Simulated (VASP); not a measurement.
# C (Fd-3m) in VASP: notebook

C is run at these levels: LDA; tasks: single point.

All numbers are computed with VASP 6.6.1; they aren't measurements. Logs are shortened: lines on timing, memory, paths and dates and some standing lists are left out, and cuts for length are marked.

**1. The cell of the first run**

Symmetry: Fd-3m, No. 227, cubic system. The conventional cell has a = 3.532 Å, b = 3.532 Å, c = 3.532 Å, α = 90.00°, β = 90.00°, γ = 90.00°. C (site symmetry -43m) has 4 C at 1.53 Å within 2.0 Å.

**2. Single point, LDA**

File INCAR:

```
SYSTEM = C
ALGO = Normal
EDIFF = 1E-6
ENCUT = 520
GGA = CA
ISIF = 2
ISMEAR = -1
LASPH = .True.
LCHARG = .False.
LREAL = .False.
LWAVE = .False.
NBANDS = 11
NELM = 100
PREC = Accurate
SIGMA = 0.02
```

File KPOINTS:

```
k-points
0
Gamma
  14 14 14
  0 0 0
```

File POSCAR:

```
C
1.0
    0.0000000000      1.7658614237      1.7658614237
    1.7658614237      0.0000000000      1.7658614237
    1.7658614237      1.7658614237      0.0000000000
C
2
Direct
   -0.1250000000     -0.1250000000     -0.1250000000
    0.1250000000      0.1250000000      0.1250000000
```

Potentials or basis: VASP PAW LDA potentials, release 64 (C).

On the command line:

```sh
$ cat potpaw_LDA.64/C/POTCAR > POTCAR
$ mpirun -np 1 vasp_std > vasp.out
```

OUTCAR:

```text
SYSTEM = C
   EDIFF = 1E-6
   ENCUT = 520
   GGA = CA
   ISIF = 2
   ISMEAR = -1
   LASPH = .True.
   LREAL = .False.
   NELM = 100
   PREC = Accurate

 ion  position               nearest neighbor table
   1  0.875  0.875  0.875-   2 1.53   2 1.53   2 1.53   2 1.53
   2  0.125  0.125  0.125-   1 1.53   1 1.53   1 1.53   1 1.53

  LATTYP: Found a face centered cubic cell.
 ALAT       =     3.5317228474

  Lattice vectors:

 A1 = (   0.0000000000,   1.7658614237,   1.7658614237)
 A2 = (   1.7658614237,   0.0000000000,   1.7658614237)
 A3 = (   1.7658614237,   1.7658614237,   0.0000000000)

Analysis of symmetry for initial positions (statically):
[... 5 lines left out ...]
 face centered cubic supercell.

 Subroutine GETGRP returns: Found 48 space group operations
 (whereof 12 operations were pure point group operations)
 out of a pool of 48 trial point group operations.

The static configuration has the point symmetry D_3d.
 The point group associated with its full space group is O_h .

Analysis of symmetry for dynamics (positions and initial velocities):
[... 5 lines left out ...]
 face centered cubic supercell.

 Subroutine GETGRP returns: Found 48 space group operations
 (whereof 12 operations were pure point group operations)
 out of a pool of 48 trial point group operations.

The dynamic configuration has the point symmetry D_3d.
 The point group associated with its full space group is O_h .

 Subroutine INISYM returns: Found 48 space group operations
 (whereof 12 operations are pure point group operations),
 and found     1 'primitive' translations

----------------------------------------------------------------------------------------

                                     Primitive cell

  volume of cell :      11.0129

  direct lattice vectors                    reciprocal lattice vectors
     0.000000000  1.765861424  1.765861424    -0.283147926  0.283147926  0.283147926
     1.765861424  0.000000000  1.765861424     0.283147926 -0.283147926  0.283147926
     1.765861424  1.765861424  0.000000000     0.283147926  0.283147926 -0.283147926

  length of vectors
     2.497305175  2.497305175  2.497305175     0.490426594  0.490426594  0.490426594

  position of ions in fractional coordinates (direct lattice)
     0.875000000  0.875000000  0.875000000
     0.125000000  0.125000000  0.125000000

  ion indices of the primitive-cell ions
   primitive index   ion index
                 1           1
                 2           2

----------------------------------------------------------------------------------------

[... 69 lines left out ...]
   EDIFF  = 0.1E-05   stopping-criterion for ELM
   LREAL  =      F    real-space projection
   EDIFFG = 0.1E-04   stopping-criterion for IOM
   NSW    =      0    number of steps for IOM
   IBRION =     -1    ionic relax: 0-MD 1-quasi-New 2-CG
   NFREE  =      0    steps in history (QN), initial steepest desc. (CG)
   ISIF   =      2    stress and relaxation
   ISYM   =      2    0-nonsym 1-usesym 2-fastsym
   POTIM  = 0.5000    time-step for ionic-motion
   TEBEG  =    0.0;   TEEND  =   0.0 temperature during run
   PSTRESS=    0.0 pullay stress
   NELECT =       8.0000    total number of electrons
   NUPDOWN=      -1.0000    fix difference up-down
   EMIN   =  10.00;   EMAX   =-10.00  energy-range for DOS
   EFERMI =   0.00;   METHOD = LEGACY
   ISMEAR =    -1;   SIGMA  =   0.02  broadening in eV -4-tet -1-fermi 0-gaus
   EFERMI_NEDOS =   21; number of points for ismear=-14 and -15
   IALGO  =     38    algorithm
   IMIX   =      4    mixing-type and parameters
     AMIX     =   0.40;   BMIX     =  1.00
     AMIX_MAG =   1.60;   BMIX_MAG =  1.00
  volume/ion in A,a.u.               =       5.51        37.16
  Fermi-wavevector in a.u.,A,eV,Ry     =   1.471651  2.781017 29.466915  2.165757
  Thomas-Fermi vector in A             =   2.586761
   LORBIT       =      0    0 simple, 1 ext, 2 COOP (PROOUT), +10 PAW based schemes
   GGA     = CA    functional components
   LHFCALC =     F    Hartree Fock is set to
   AEXX    =    0.0000 exact exchange contribution
   IVDW    =     0    specifies the selected vdW correction
   LEPSILON=     F    determine dielectric tensor
   LRPA    =     F    only Hartree local field effects (RPA)
 non-spin polarized calculation
  energy-cutoff  :      520.00
  volume of cell :       11.01
 maximum number of plane-waves:       307
   NGX =  9   NGY =  9   NGZ =  9

 number of electron       7.9999998 magnetization

 Free energy of the ion-electron system (eV)
  ---------------------------------------------------
  ext. energy  EPLUGINS =         0.00000000
  ---------------------------------------------------
  free energy    TOTEN  =       -20.24520183 eV

  energy without entropy =      -20.24520183  energy(sigma->0) =      -20.24520183

 E-fermi :  10.5351     XC(G=0): -13.6433

 val. band max:       10.1616763852   @ k =   0.0000   0.0000   0.0000
 cond. band min:      14.3318555844   @ k =   0.3571   0.3571   0.0000
 fundamental gap:      4.1701791991
 Fermi energy:        10.5351062133

 k-point     1 :       0.0000    0.0000    0.0000
  band No.  band energies     occupation
      1     -11.5555      2.00000
      2      10.1617      2.00000
      3      10.1617      2.00000
      4      10.1617      2.00000
      5      15.7876      0.00000
      6      15.7876      0.00000
      7      15.7876      0.00000
      8      24.4006      0.00000
      9      29.5578      0.00000
     10      37.1248      0.00000
     11      37.1248      0.00000
[... 309 lines left out ...]
 k-point    24 :       0.2857    0.1429    0.0000
  band No.  band energies     occupation
      1      -9.4625      2.00000
      2       4.0775      2.00000
      3       6.7487      2.00000
      4       7.5607      2.00000
      5      16.1432      0.00000
      6      20.3666      0.00000
      7      20.3740      0.00000
      8      22.7846      0.00000
      9      30.9564      0.00000
     10      31.6425      0.00000
     11      36.7187      0.00000

 [... further k-points ...]
[... 5 lines left out ...]
  --------------------------------------------------------------------------------------
  -------------------------------------------------------------------------------------
  Total        0.1119904      0.1119904      0.1119904      0.0000000      0.0000000      0.0000000
  in kB       16.2926449     16.2926449     16.2926449      0.0000000      0.0000000      0.0000000
  external PRESSURE =      16.2926449 kB  Pullay stress =       0.0000000 kB

 VOLUME and BASIS-vectors are now :
 -----------------------------------------------------------------------------
  energy-cutoff  :      520.00
  volume of cell :       11.01
      direct lattice vectors                 reciprocal lattice vectors
     0.000000000  1.765861424  1.765861424    -0.283147926  0.283147926  0.283147926
     1.765861424  0.000000000  1.765861424     0.283147926 -0.283147926  0.283147926
     1.765861424  1.765861424  0.000000000     0.283147926  0.283147926 -0.283147926

 POSITION                                       TOTAL-FORCE (eV/Angst)
 -----------------------------------------------------------------------------------
      3.09026      3.09026      3.09026        -0.000000      0.000000     -0.000000
      0.44147      0.44147      0.44147         0.000000     -0.000000      0.000000
 -----------------------------------------------------------------------------------
    total drift:                                0.000000      0.000000     -0.000000

  FREE ENERGIE OF THE ION-ELECTRON SYSTEM (eV)
  ---------------------------------------------------
  free  energy   TOTEN  =       -20.2452018260 eV

  energy  without entropy=      -20.2452018259  energy(sigma->0) =      -20.24520183
```

stdout:

```text
POSCAR found type information on POSCAR C
 POSCAR found :  1 types and       2 ions
 scaLAPACK will be used
 LDA part: xc-table for (Slater(with rela. corr.)+CA(PZ))
 , standard interpolation
 POSCAR, INCAR and KPOINTS ok, starting setup
 FFT: planning ... GRIDC
 FFT: planning ... GRID_SOFT
 FFT: planning ... GRID
 WAVECAR not read
 entering main loop
```

Run time: 8.1 s. Hardware: 1 thread of Intel Xeon Platinum 8488C (Sapphire Rapids), shared host; peak memory 0.11 GiB.

Results:

| Quantity | Value |
| --- | --- |
| Free energy | -20.2452 eV |
| Pressure | 1.6 GPa |
| Band gap on the k mesh | 4.17 eV, indirect (least direct gap 5.63 eV) |

Levels at points of the mesh, in eV from the valence-band top:
```
           k point  band 1  band 2  band 3  band 4  band 5  band 6  band 7  band 8  band 9
(0.00, 0.00, 0.00)  -21.72    0.00    0.00    0.00    5.63    5.63    5.63   14.24   19.40
(0.50, 0.00, 0.00)  -15.70  -13.69   -2.87   -2.87    8.51    8.51    9.42   15.67   21.96
(0.50, 0.50, 0.00)  -12.82  -12.82   -6.47   -6.47    4.77    4.77   17.08   17.08   23.49
```

(Continued in part 2 of 3.)
